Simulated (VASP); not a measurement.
# BN (Qingsongite) (F-43m) in VASP: vibrations by perturbation theory with PBE

Aim: the vibrations by perturbation theory of BN (Qingsongite) with PBE.

Everything below comes from runs of VASP 6.6.1. Logs are shortened: lines on timing, memory, paths and dates and some standing lists are left out, and cuts for length are marked.

## (1) The cell of the first run

Symmetry: F-43m, No. 216, cubic system. The conventional cell has a = 3.615 Å, b = 3.615 Å, c = 3.615 Å, α = 90.00°, β = 90.00°, γ = 90.00°. B (site symmetry -43m) has 4 N at 1.57 Å within 2.1 Å. N (site symmetry -43m) has 4 B at 1.57 Å within 2.1 Å.

## (2) Vibrations by perturbation theory, PBE

Contents of INCAR:

```
PREC = Accurate ; ENCUT = 520
EDIFF = 1E-8 ; ISMEAR = 0
SIGMA = 0.01 ; LREAL = False
LASPH = True ; NELM = 80
ALGO = Normal ; ISIF = 2
LWAVE = False ; LCHARG = False
GGA = PE ; IBRION = 8
NSW = 1
```

Contents of KPOINTS:

```
regular mesh
0
Gamma
  4 4 4
```

Contents of POSCAR:

```
BN
1.0
    0.0000000000      1.8075000000      1.8075000000
    1.8075000000      0.0000000000      1.8075000000
    1.8075000000      1.8075000000      0.0000000000
B N
1 1
Direct
    0.0000000000      0.0000000000      0.0000000000
    0.2500000000      0.2500000000      0.2500000000
```

Potentials or basis: VASP PAW PBE potentials, release 64 (B, N).

Command:

```console
$ cat potpaw_PBE.64/B/POTCAR potpaw_PBE.64/N/POTCAR > POTCAR
$ mpirun -np 1 vasp_std > vasp.out
```

OUTCAR:

```text
PREC = Accurate
   ENCUT = 520
   EDIFF = 1E-8
   ISMEAR = 0
   LREAL = False
   LASPH = True
   NELM = 80
   ISIF = 2
   GGA = PE
   IBRION = 8
   NSW = 1

 ion  position               nearest neighbor table
   1  0.000  0.000  0.000-   2 1.57   2 1.57   2 1.57   2 1.57
   2  0.250  0.250  0.250-   1 1.57   1 1.57   1 1.57   1 1.57

  LATTYP: Found a face centered cubic cell.
 ALAT       =     3.6150000000

  Lattice vectors:

 A1 = (   0.0000000000,   1.8075000000,   1.8075000000)
 A2 = (   1.8075000000,   0.0000000000,   1.8075000000)
 A3 = (   1.8075000000,   1.8075000000,   0.0000000000)

Analysis of symmetry for initial positions (statically):
=====================================================================
 Subroutine PRICEL returns:
 Original cell was already a primitive cell.

 Routine SETGRP: Setting up the symmetry group for a
 face centered cubic supercell.

 Subroutine GETGRP returns: Found 24 space group operations
 (whereof 24 operations were pure point group operations)
 out of a pool of 48 trial point group operations.

The static configuration has the point symmetry T_d .

Analysis of symmetry for dynamics (positions and initial velocities):
=====================================================================
 Subroutine PRICEL returns:
 Original cell was already a primitive cell.

 Routine SETGRP: Setting up the symmetry group for a
 face centered cubic supercell.

 Subroutine GETGRP returns: Found 24 space group operations
 (whereof 24 operations were pure point group operations)
 out of a pool of 48 trial point group operations.

The dynamic configuration has the point symmetry T_d .

 Subroutine INISYM returns: Found 24 space group operations
 (whereof 24 operations are pure point group operations),
 and found     1 'primitive' translations

----------------------------------------------------------------------------------------

                                     Primitive cell

  volume of cell :      11.8104

  direct lattice vectors                    reciprocal lattice vectors
     0.000000000  1.807500000  1.807500000    -0.276625173  0.276625173  0.276625173
     1.807500000  0.000000000  1.807500000     0.276625173 -0.276625173  0.276625173
     1.807500000  1.807500000  0.000000000     0.276625173  0.276625173 -0.276625173

  length of vectors
     2.556191014  2.556191014  2.556191014     0.479128854  0.479128854  0.479128854

  position of ions in fractional coordinates (direct lattice)
     0.000000000  0.000000000  0.000000000
     0.250000000  0.250000000  0.250000000

  ion indices of the primitive-cell ions
   primitive index   ion index
                 1           1
                 2           2

----------------------------------------------------------------------------------------

 KPOINTS: regular mesh

Automatic generation of k-mesh.
 Grid dimensions read from file:
 generate k-points for:    4    4    4

 Generating k-lattice:

  Cartesian coordinates                     Fractional coordinates (reciprocal lattice)
    -0.069156293  0.069156293  0.069156293     0.250000000  0.000000000  0.000000000
     0.069156293 -0.069156293  0.069156293     0.000000000  0.250000000  0.000000000
     0.069156293  0.069156293 -0.069156293     0.000000000  0.000000000  0.250000000

  Length of vectors
     0.119782214  0.119782214  0.119782214

  Shift w.r.t. Gamma in fractional coordinates (k-lattice)
     0.000000000  0.000000000  0.000000000

 Subroutine IBZKPT returns following result:
 ===========================================

[... 59 lines left out ...]
   LEPSILON=     F    determine dielectric tensor
   LRPA    =     F    only Hartree local field effects (RPA)
 non-spin polarized calculation
 Gauss-broadening in eV      SIGMA  =   0.01
  energy-cutoff  :      520.00
  volume of cell :       11.81
 maximum number of plane-waves:       332
 NGX is ok and might be reduce to    20
   NGX =  9   NGY =  9   NGZ =  9

--------------------------------------- Ionic step        1  -------------------------------------------

 number of electron       7.9999999 magnetization

 Free energy of the ion-electron system (eV)
  ---------------------------------------------------
  ext. energy  EPLUGINS =         0.00000000
  ---------------------------------------------------
  free energy    TOTEN  =       -17.37521930 eV

  energy without entropy =      -17.37521930  energy(sigma->0) =      -17.37521930

 E-fermi :   7.5632     XC(G=0): -12.8124

 val. band max:        7.4381436213   @ k =   0.0000   0.0000   0.0000
 cond. band min:      11.8733243505   @ k =   0.5000   0.5000   0.0000
 fundamental gap:      4.4351807292
 Fermi energy:         7.5632100075

 k-point     1 :       0.0000    0.0000    0.0000
  band No.  band energies     occupation
      1     -12.8069      2.00000
      2       7.4381      2.00000
      3       7.4381      2.00000
      4       7.4381      2.00000
      5      16.2303      0.00000
      6      16.2303      0.00000
      7      16.2303      0.00000
      8      17.7800      0.00000
[... 67 lines left out ...]
 k-point     8 :      -0.2500    0.5000    0.2500
  band No.  band energies     occupation
      1      -6.9021      2.00000
      2      -0.1628      2.00000
      3       0.4599      2.00000
      4       0.9153      2.00000
      5      17.0239      0.00000
      6      20.7239      0.00000
      7      21.9176      0.00000
      8      22.0869      0.00000

------------------------ aborting loop because EDIFF is reached ----------------------------------------

  FORCE on cell =-STRESS in cart. coord.  units (eV):
  Direction    XX          YY          ZZ          XY          YZ          ZX
  --------------------------------------------------------------------------------------
  -------------------------------------------------------------------------------------
  Total        0.2930538      0.2930538      0.2930538     -0.0000000     -0.0000000      0.0000000
  in kB       39.7551212     39.7551212     39.7551212     -0.0000000     -0.0000000      0.0000000
  external PRESSURE =      39.7551212 kB  Pullay stress =       0.0000000 kB

 VOLUME and BASIS-vectors are now :
 -----------------------------------------------------------------------------
  energy-cutoff  :      520.00
  volume of cell :       11.81
      direct lattice vectors                 reciprocal lattice vectors
     0.000000000  1.807500000  1.807500000    -0.276625173  0.276625173  0.276625173
     1.807500000  0.000000000  1.807500000     0.276625173 -0.276625173  0.276625173
     1.807500000  1.807500000  0.000000000     0.276625173  0.276625173 -0.276625173

 POSITION                                       TOTAL-FORCE (eV/Angst)
 -----------------------------------------------------------------------------------
      0.00000      0.00000      0.00000        -0.000000     -0.000000     -0.000000
      0.90375      0.90375      0.90375         0.000000      0.000000      0.000000
 -----------------------------------------------------------------------------------
    total drift:                                0.000000      0.000000      0.000000

  FREE ENERGIE OF THE ION-ELECTRON SYSTEM (eV)
  ---------------------------------------------------
  free  energy   TOTEN  =       -17.3752193008 eV

  energy  without entropy=      -17.3752193008  energy(sigma->0) =      -17.37521930

[... ionic steps 2 to 3 ...]

--------------------------------------- Ionic step        4  -------------------------------------------

------------------------ aborting loop because EDIFF is reached ----------------------------------------

[... ionic steps 5 to 6 ...]

--------------------------------------- Ionic step        7  -------------------------------------------

 Free energy of the ion-electron system (eV)
  ---------------------------------------------------
  ---------------------------------------------------
  free energy    TOTEN  =        -0.23159713 eV

  energy without entropy =       -0.23159713

------------------------ aborting loop because EDIFF is reached ----------------------------------------

 INTERNAL STRAIN TENSOR  FOR ION    2  DIRECTION 1   (eV/Angst):
 -----------------------------------------------------------------------------
    -0.10156  0.00000  0.00000
    -0.00000  0.05249 -1.51748
     0.00000 -1.51748  0.05249

 INTERNAL STRAIN TENSOR FOR ION    2 for displacements in x,y,z  (eV/Angst):
          X           Y           Z          XY          YZ          ZX
  --------------------------------------------------------------------------------
  x     0.00000     0.00000     0.00000    -0.00000    -1.51748    -0.00000
  y     0.00000     0.00000     0.00000     0.00000    -0.00000    -1.51748
  z     0.00000     0.00000     0.00000    -1.51748    -0.00000    -0.00000

 SECOND DERIVATIVES (NOT SYMMETRIZED)
 ------------------------------------
               1X          1Y          1Z          2X          2Y          2Z
  1X   -24.460026    0.000000    0.000000   24.460026    0.000000    0.000000
  1Y     0.000000  -24.460026    0.000000    0.000000   24.460026    0.000000
  1Z     0.000000    0.000000  -24.460026    0.000000    0.000000   24.460026
  2X    24.466053    0.000000    0.000000  -24.466053    0.000000    0.000000
  2Y     0.000000   24.466053    0.000000    0.000000  -24.466053    0.000000
  2Z     0.000000    0.000000   24.466053    0.000000    0.000000  -24.466053

 Eigenvectors and eigenvalues of the dynamical matrix
 ----------------------------------------------------

   1 f  =   31.305520 THz   196.698381 2PiTHz 1044.239734 cm-1   129.469168 meV
             X         Y         Z           dx          dy          dz
      0.000000  0.000000  0.000000     0.000000    0.751148    0.000000
      0.903750  0.903750  0.903750     0.000000   -0.660134    0.000000
[... 21 lines left out ...]
   6 f/i=    0.001912 THz     0.012015 2PiTHz    0.063784 cm-1     0.007908 meV
             X         Y         Z           dx          dy          dz
      0.000000  0.000000  0.000000     0.000000    0.000000   -0.660134
      0.903750  0.903750  0.903750     0.000000    0.000000   -0.751148

--------------------------------------------------------------------------------------------------------

 ELASTIC MODULI CONTR FROM IONIC RELAXATION (kBar)
 Direction    XX          YY          ZZ          XY          YZ          ZX
 --------------------------------------------------------------------------------
 XX          -0.0000      0.0000      0.0000     -0.0000      0.0000      0.0000
 YY           0.0000     -0.0000      0.0000     -0.0000      0.0000     -0.0000
 ZZ           0.0000      0.0000     -0.0000      0.0000     -0.0000     -0.0000
 XY          -0.0000     -0.0000      0.0000    -11.1905     -0.0000     -0.0000
 YZ           0.0000      0.0000     -0.0000     -0.0000    -11.1905     -0.0000
 ZX           0.0000     -0.0000     -0.0000     -0.0000     -0.0000    -11.1905
 --------------------------------------------------------------------------------
```

Run time: 7.7 s. Hardware: 1 thread of AMD EPYC 9R45 (Zen 5), shared host; peak memory 0.09 GiB.

What came out:

```yaml
Highest_phonon_frequency_at_Γ_LO-TO_splitting_left_out: 1044 cm⁻¹
```

Phonon frequencies in cm⁻¹ (negative: imaginary):
```
              q point           frequencies
(0.000, 0.000, 0.000)  0 0 0 1044 1044 1044
```

Caveat: the k points lie up to 0.75 Å⁻¹ apart; the cell wasn't relaxed at this level first, which shifts response properties.
